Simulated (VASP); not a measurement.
# CoO (I4/mmm) in VASP: single point with PBE+U

Aim: the single point of CoO with PBE+U.

Everything below comes from runs of VASP 6.6.1. Logs are shortened: lines on timing, memory, paths and dates and some standing lists are left out, and cuts for length are marked.

## (1) The cell of the first run

Symmetry: I4/mmm, No. 139, tetragonal system. Conventional cell: a = 3.034 Å, b = 3.034 Å, c = 4.687 Å, α = 90.00°, β = 90.00°, γ = 90.00°. Co (site symmetry 4/mmm) has 6 O at 2.15 to 2.34 Å within 2.8 Å. O (site symmetry 4/mmm) has 6 Co at 2.15 to 2.34 Å within 2.8 Å.

## (2) Single point, PBE+U, collinear spin, ferromagnetic start (10.79 Å³/atom)

INCAR

```
SYSTEM = CoO
PREC = Accurate ; ENCUT = 520
EDIFF = 1E-7 ; ISMEAR = 0
SIGMA = 0.01 ; LREAL = .FALSE.
LASPH = .TRUE. ; NELM = 150
ALGO = Normal ; ISIF = 2
LWAVE = .FALSE. ; LCHARG = .TRUE.
ISPIN = 2 ; MAGMOM = 2.84 0.26
LORBIT = 11 ; LMAXMIX = 4
LDAU = .TRUE. ; LDAUTYPE = 2
LDAUL = 2 -1 ; LDAUU = 3.32 0
LDAUJ = 0 0 ; LDAUPRINT = 1
GGA = PE ; LELF = .TRUE.
LVHAR = .TRUE. ; NBANDS = 18
```

KPOINTS

```
regular mesh
0
G
  16 16 16
  0 0 0
```

POSCAR

```
CoO
1.0
   -1.5172219320      1.5172219320      2.3434850669
    1.5172219320     -1.5172219320      2.3434850669
    1.5172219320      1.5172219320     -2.3434850669
Co O
1 1
Direct
    0.0000000000      0.0000000000      0.0000000000
    0.5000000000      0.5000000000      0.0000000000
```

Potentials or basis: VASP PAW PBE potentials, release 64 (Co, O).

Run with:

```
$ cat potpaw_PBE.64/Co/POTCAR potpaw_PBE.64/O/POTCAR > POTCAR
$ mpirun -np 1 vasp_std > vasp.out
```

OUTCAR:

```text
SYSTEM = CoO
   PREC = Accurate
   ENCUT = 520
   EDIFF = 1E-7
   ISMEAR = 0
   LREAL = .FALSE.
   LASPH = .TRUE.
   NELM = 150
   ISIF = 2
   ISPIN = 2
   LORBIT = 11
   GGA = PE

 ion  position               nearest neighbor table
   1  0.000  0.000  0.000-   2 2.15   2 2.15   2 2.15   2 2.15   2 2.34   2 2.34
   2  0.500  0.500  0.000-   1 2.15   1 2.15   1 2.15   1 2.15   1 2.34   1 2.34

  LATTYP: Found a body centered tetragonal cell.
 ALAT       =     3.0344438640
 C/A-ratio  =     1.5445895010

  Lattice vectors:

 A1 = (  -1.5172219320,   1.5172219320,   2.3434850669)
 A2 = (   1.5172219320,  -1.5172219320,   2.3434850669)
 A3 = (   1.5172219320,   1.5172219320,  -2.3434850669)

Analysis of symmetry for initial positions (statically):
=====================================================================
 Subroutine PRICEL returns:
 Original cell was already a primitive cell.

 Routine SETGRP: Setting up the symmetry group for a
 body centered tetragonal supercell.

 Subroutine GETGRP returns: Found 16 space group operations
 (whereof 16 operations were pure point group operations)
 out of a pool of 16 trial point group operations.

The static configuration has the point symmetry D_4h.

Analysis of symmetry for dynamics (positions and initial velocities):
=====================================================================
 Subroutine PRICEL returns:
 Original cell was already a primitive cell.

 Routine SETGRP: Setting up the symmetry group for a
 body centered tetragonal supercell.

 Subroutine GETGRP returns: Found 16 space group operations
 (whereof 16 operations were pure point group operations)
 out of a pool of 16 trial point group operations.

The dynamic configuration has the point symmetry D_4h.

Analysis of structural, dynamic, and magnetic symmetry:
=====================================================================
 Subroutine PRICEL returns:
 Original cell was already a primitive cell.

 Routine SETGRP: Setting up the symmetry group for a
 body centered tetragonal supercell.

 Subroutine GETGRP returns: Found 16 space group operations
 (whereof 16 operations were pure point group operations)
 out of a pool of 16 trial point group operations.

The overall configuration has the point symmetry D_4h.

 Subroutine INISYM returns: Found 16 space group operations
 (whereof 16 operations are pure point group operations),
 and found     1 'primitive' translations

----------------------------------------------------------------------------------------

                                     Primitive cell

  volume of cell :      21.5785

  direct lattice vectors                    reciprocal lattice vectors
    -1.517221932  1.517221932  2.343485067     0.000000000  0.329549679  0.213357451
     1.517221932 -1.517221932  2.343485067     0.329549679  0.000000000  0.213357451
     1.517221932  1.517221932 -2.343485067     0.329549679  0.329549679  0.000000000

  length of vectors
     3.177396267  3.177396267  3.177396267     0.392586796  0.392586796  0.466053625

  position of ions in fractional coordinates (direct lattice)
     0.000000000  0.000000000  0.000000000
     0.500000000  0.500000000  0.000000000

  ion indices of the primitive-cell ions
   primitive index   ion index
                 1           1
                 2           2

----------------------------------------------------------------------------------------

 KPOINTS: regular mesh

Automatic generation of k-mesh.
 Grid dimensions read from file:
 generate k-points for:   16   16   16

 Generating k-lattice:

  Cartesian coordinates                     Fractional coordinates (reciprocal lattice)
     0.000000000  0.020596855  0.013334841     0.062500000  0.000000000  0.000000000
     0.020596855  0.000000000  0.013334841     0.000000000  0.062500000  0.000000000
     0.020596855  0.020596855  0.000000000     0.000000000  0.000000000  0.062500000

  Length of vectors
     0.024536675  0.024536675  0.029128352

  Shift w.r.t. Gamma in fractional coordinates (k-lattice)
     0.000000000  0.000000000  0.000000000

 Subroutine IBZKPT returns following result:
 ===========================================

 Found    349 irreducible k-points:

 Following reciprocal coordinates:
            Coordinates               Weight
  0.000000  0.000000  0.000000      1.000000
  0.062500  0.000000  0.000000      8.000000
  0.125000  0.000000  0.000000      8.000000
  0.187500  0.000000  0.000000      8.000000
  0.250000  0.000000  0.000000      8.000000
  0.312500  0.000000  0.000000      8.000000
[... 16 lines left out ...]
 -0.125000  0.062500  0.000000     16.000000
 -0.062500  0.062500  0.000000      4.000000
 [... further k-points ...]
   k-points           NKPTS =    349   k-points in BZ     NKDIM =    349   number of bands    NBANDS=     18
   number of dos      NEDOS =    301   number of ions     NIONS =      2
   total plane-waves  NPLWV =  13824
   dimension x,y,z NGX =    24 NGY =   24 NGZ =   24
   dimension x,y,z NGXF=    48 NGYF=   48 NGZF=   48
   ions per type =               1   1
   NGX,Y,Z   is equivalent  to a cutoff of  12.56, 12.56, 12.56 a.u.
   NGXF,Y,Z  is equivalent  to a cutoff of  25.11, 25.11, 25.11 a.u.
 SYSTEM =  CoO
   PREC   = accura    normal or accurate (medium, high low for compatibility)
   ISTART =      0    job   : 0-new  1-cont  2-samecut
   ICHARG =      2    charge: 1-file 2-atom 10-const
   ISPIN  =      2    spin polarized calculation?
   LNONCOLLINEAR =      F non collinear calculations
   LSORBIT =      F    spin-orbit coupling
   LASPH  =      T    aspherical Exc in radial PAW
   ENCUT  =  520.0 eV  38.22 Ry    6.18 a.u.   5.91  5.91  5.91*2*pi/ulx,y,z
   NELM   =    150;   NELMIN=  2; NELMDL= -5     # of ELM steps
   EDIFF  = 0.1E-06   stopping-criterion for ELM
   LREAL  =      F    real-space projection
   EDIFFG = 0.1E-05   stopping-criterion for IOM
   NSW    =      0    number of steps for IOM
   IBRION =     -1    ionic relax: 0-MD 1-quasi-New 2-CG
   NFREE  =      0    steps in history (QN), initial steepest desc. (CG)
   ISIF   =      2    stress and relaxation
   ISYM   =      2    0-nonsym 1-usesym 2-fastsym
   POTIM  = 0.5000    time-step for ionic-motion
   TEBEG  =    0.0;   TEEND  =   0.0 temperature during run
   PSTRESS=    0.0 pullay stress
   NELECT =      15.0000    total number of electrons
   NUPDOWN=      -1.0000    fix difference up-down
   EMIN   =  10.00;   EMAX   =-10.00  energy-range for DOS
   EFERMI =   0.00;   METHOD = LEGACY
   ISMEAR =     0;   SIGMA  =   0.01  broadening in eV -4-tet -1-fermi 0-gaus
   EFERMI_NEDOS =   21; number of points for ismear=-14 and -15
   IALGO  =     38    algorithm
   IMIX   =      4    mixing-type and parameters
     AMIX     =   0.40;   BMIX     =  1.00
     AMIX_MAG =   1.60;   BMIX_MAG =  1.00
  volume/ion in A,a.u.               =      10.79        72.81
  Fermi-wavevector in a.u.,A,eV,Ry     =   1.450213  2.740505 28.614653  2.103118
  Thomas-Fermi vector in A             =   2.567851
   LORBIT       =     11    0 simple, 1 ext, 2 COOP (PROOUT), +10 PAW based schemes
 LDA+U is selected, type is set to LDAUTYPE =  2
   angular momentum for each species LDAUL =     2   -1
   U (eV)           for each species LDAUU =   3.3  0.0
   J (eV)           for each species LDAUJ =   0.0  0.0
   GGA     = PE    functional components
   LHFCALC =     F    Hartree Fock is set to
   AEXX    =    0.0000 exact exchange contribution
   IVDW    =     0    specifies the selected vdW correction
   LEPSILON=     F    determine dielectric tensor
   LRPA    =     F    only Hartree local field effects (RPA)
 spin polarized calculation
 Gauss-broadening in eV      SIGMA  =   0.01
  energy-cutoff  :      520.00
  volume of cell :       21.58
 maximum number of plane-waves:       612
   NGX = 11   NGY = 11   NGZ = 11

atom =   1  type =  1  l = 2

 onsite density matrix

spin component  1

  1.0101 -0.0000  0.0000  0.0000 -0.0000
 -0.0000  0.9644 -0.0000  0.0000 -0.0000
  0.0000 -0.0000  0.9915  0.0000 -0.0000
  0.0000  0.0000  0.0000  0.9644  0.0000
 -0.0000 -0.0000 -0.0000  0.0000  0.9711

spin component  2

  0.1596 -0.0000  0.0000  0.0000  0.0000
 -0.0000  0.9585 -0.0000  0.0000  0.0000
  0.0000 -0.0000  0.0827  0.0000  0.0000
  0.0000  0.0000  0.0000  0.9585  0.0000
  0.0000  0.0000  0.0000  0.0000  0.0403

 occupancies and eigenvectors

  o =  0.0403  v =  0.0000  0.0000  0.0000  0.0000  0.0000  0.0000  0.0000  0.0000 -0.0000 -1.0000      0.0000  0.0000  0.0000  0.0000  0.0000  0.0000  0.0000  0.0000  0.0000  0.0000
  o =  0.0827  v =  0.0000  0.0000  0.0000  0.0000  0.0000  0.0000 -0.0000  1.0000  0.0000  0.0000      0.0000  0.0000  0.0000  0.0000  0.0000  0.0000  0.0000  0.0000  0.0000  0.0000
  o =  0.1596  v =  0.0000  0.0000  0.0000  0.0000  0.0000  1.0000  0.0000  0.0000  0.0000  0.0000      0.0000  0.0000  0.0000  0.0000  0.0000  0.0000  0.0000  0.0000  0.0000  0.0000
  o =  0.9585  v =  0.0000  0.0000  0.0000  0.0000  0.0000  0.0000  0.9415 -0.0000 -0.3371  0.0000      0.0000  0.0000  0.0000  0.0000  0.0000  0.0000  0.0000  0.0000  0.0000  0.0000
  o =  0.9585  v =  0.0000  0.0000  0.0000  0.0000  0.0000  0.0000 -0.3371  0.0000 -0.9415  0.0000      0.0000  0.0000  0.0000  0.0000  0.0000  0.0000  0.0000  0.0000  0.0000  0.0000
  o =  0.9644  v =  0.0000 -0.4946  0.0000 -0.8691 -0.0000  0.0000  0.0000  0.0000  0.0000  0.0000      0.0000  0.0000  0.0000  0.0000  0.0000  0.0000  0.0000  0.0000  0.0000  0.0000
  o =  0.9644  v =  0.0000 -0.8691 -0.0000  0.4946 -0.0000  0.0000  0.0000  0.0000  0.0000  0.0000      0.0000  0.0000  0.0000  0.0000  0.0000  0.0000  0.0000  0.0000  0.0000  0.0000
  o =  0.9711  v =  0.0000 -0.0000 -0.0000 -0.0000  1.0000  0.0000  0.0000  0.0000  0.0000  0.0000      0.0000  0.0000  0.0000  0.0000  0.0000  0.0000  0.0000  0.0000  0.0000  0.0000
  o =  0.9915  v =  0.0000  0.0000 -1.0000 -0.0000 -0.0000  0.0000  0.0000  0.0000  0.0000  0.0000      0.0000  0.0000  0.0000  0.0000  0.0000  0.0000  0.0000  0.0000  0.0000  0.0000
  o =  1.0101  v =  1.0000  0.0000  0.0000  0.0000  0.0000  0.0000  0.0000  0.0000  0.0000  0.0000      0.0000  0.0000  0.0000  0.0000  0.0000  0.0000  0.0000  0.0000  0.0000  0.0000

 number of electron      14.9999991 magnetization       3.0000098

 Free energy of the ion-electron system (eV)
  ---------------------------------------------------
  ext. energy  EPLUGINS =         0.00000000
  ---------------------------------------------------
  free energy    TOTEN  =       -11.88195838 eV

  energy without entropy =      -11.88195838  energy(sigma->0) =      -11.88195838

 E-fermi :   5.9463     XC(G=0): -11.7218

 val. band max:        5.8325719853   @ k =   0.5000   0.0000   0.0000
 cond. band min:       6.1582415503   @ k =   0.5000   0.5000   0.5000
 fundamental gap:      0.3256695651
 Fermi energy:         5.9463177370

 spin component 1

 k-point     1 :       0.0000    0.0000    0.0000
  band No.  band energies     occupation
      1     -12.6292      1.00000
      2       0.6366      1.00000
      3       1.0828      1.00000
      4       1.7778      1.00000
      5       2.5999      1.00000
      6       2.5999      1.00000
[... 10 lines left out ...]
     17      26.8781      0.00000
     18      27.1230      0.00000
[... 466 lines left out ...]
      2       0.6333      1.00000
      3       0.9001      1.00000
      4       1.7509      1.00000
      5       2.5493      1.00000
      6       2.5736      1.00000
[... 10 lines left out ...]
     17      27.3915      0.00000
     18      27.4696      0.00000

 [... further k-points ...]

 spin component 2

 k-point     1 :       0.0000    0.0000    0.0000
  band No.  band energies     occupation
      1     -12.2426      1.00000
      2       4.0892      1.00000
      3       4.0892      1.00000
      4       4.2675      1.00000
      5       4.2675      1.00000
      6       4.6317      1.00000
[... 10 lines left out ...]
     17      28.0813      0.00000
     18      30.0421      0.00000
[... 466 lines left out ...]
      2       3.7936      1.00000
      3       3.8969      1.00000
      4       4.0566      1.00000
      5       4.1574      1.00000
      6       4.8337      1.00000
[... 10 lines left out ...]
     17      28.8774      0.00000
     18      30.2547      0.00000

 [... further k-points ...]

------------------------ aborting loop because EDIFF is reached ----------------------------------------

  FORCE on cell =-STRESS in cart. coord.  units (eV):
  Direction    XX          YY          ZZ          XY          YZ          ZX
  --------------------------------------------------------------------------------------
  -------------------------------------------------------------------------------------
  Total       -1.4983016     -1.4983016     -1.3301873      0.0000000      0.0000000      0.0000000
  in kB     -111.2472877   -111.2472877    -98.7649768      0.0000000      0.0000000      0.0000000
  external PRESSURE =    -107.0865174 kB  Pullay stress =       0.0000000 kB

 VOLUME and BASIS-vectors are now :
 -----------------------------------------------------------------------------
  energy-cutoff  :      520.00
  volume of cell :       21.58
      direct lattice vectors                 reciprocal lattice vectors
    -1.517221932  1.517221932  2.343485067     0.000000000  0.329549679  0.213357451
     1.517221932 -1.517221932  2.343485067     0.329549679  0.000000000  0.213357451
     1.517221932  1.517221932 -2.343485067     0.329549679  0.329549679  0.000000000

 POSITION                                       TOTAL-FORCE (eV/Angst)
 -----------------------------------------------------------------------------------
      0.00000      0.00000      0.00000        -0.000000      0.000000      0.000000
      0.00000      0.00000      2.34349         0.000000     -0.000000     -0.000000
 -----------------------------------------------------------------------------------
    total drift:                               -0.000000      0.000000     -0.000000

  FREE ENERGIE OF THE ION-ELECTRON SYSTEM (eV)
  ---------------------------------------------------
  free  energy   TOTEN  =       -11.8819583777 eV

  energy  without entropy=      -11.8819583777  energy(sigma->0) =      -11.88195838

 total charge

# of ion       s       p       d       tot
------------------------------------------
    1        0.279   0.308   7.080   7.667
    2        1.552   3.413   0.000   4.965
--------------------------------------------------
tot          1.831   3.721   7.080  12.632

 magnetization (x)

# of ion       s       p       d       tot
------------------------------------------
    1        0.023   0.017   2.700   2.740
    2        0.020   0.186   0.000   0.205
--------------------------------------------------
tot          0.043   0.202   2.700   2.945
```

It took 12 min on 1 thread of AMD EPYC 7R13, shared host; peak memory 0.29 GiB.

What came out:

```yaml
Free_energy: -11.8820 eV
Pressure: -10.7 GPa
Band_gap_on_the_k_mesh: 0.33 eV (least direct gap 1.30 eV)
Net_moment: 3.00 μB per cell
Site_moments: Co +2.74; O +0.20 μB
Valence_electrons_inside_the_program's_atomic_spheres: Co 7.67; O 4.96
```

Levels at points of the mesh, in eV from the valence-band top:
Spin up:
```tsv
k point	band 6	band 7	band 8	band 9	band 10	band 11	band 12	band 13
(0.00, 0.00, 0.00)	-3.23	-1.99	-1.99	-1.53	1.24	16.46	17.20	17.56
(0.50, 0.00, 0.00)	-2.84	-2.29	-0.15	0.00	5.48	9.13	12.54	14.24
(0.50, 0.50, 0.00)	-3.64	-3.44	-2.65	-2.55	5.88	10.25	11.08	14.46
(0.50, 0.50, 0.50)	-2.82	-2.82	-2.58	-2.58	5.69	9.34	11.43	15.98
```
Spin down:
| k point | band 4 | band 5 | band 6 | band 7 | band 8 | band 9 |
| --- | --- | --- | --- | --- | --- | --- |
| (0.00, 0.00, 0.00) | -1.57 | -1.57 | -1.20 | 1.16 | 1.42 | 1.49 |
| (0.50, 0.00, 0.00) | -3.01 | -1.10 | -0.48 | 2.36 | 3.77 | 4.34 |
| (0.50, 0.50, 0.00) | -2.58 | -2.24 | -1.05 | 2.07 | 2.58 | 3.16 |
| (0.50, 0.50, 0.50) | -2.42 | -0.97 | -0.97 | 0.33 | 1.68 | 3.41 |

Eigenvalues of the final occupation matrices:
| site | spin | trace | eigenvalues |
| --- | --- | --- | --- |
| site 1 d | 1 | 4.90 | 0.96 0.96 0.97 0.99 1.01 |
| site 1 d | 2 | 2.20 | 0.04 0.08 0.16 0.96 0.96 |

Caveat: the cell stands under tension; a cell with one magnetic atom can't hold antiferromagnetic order, which such compounds often take. A k mesh can miss the band edges.
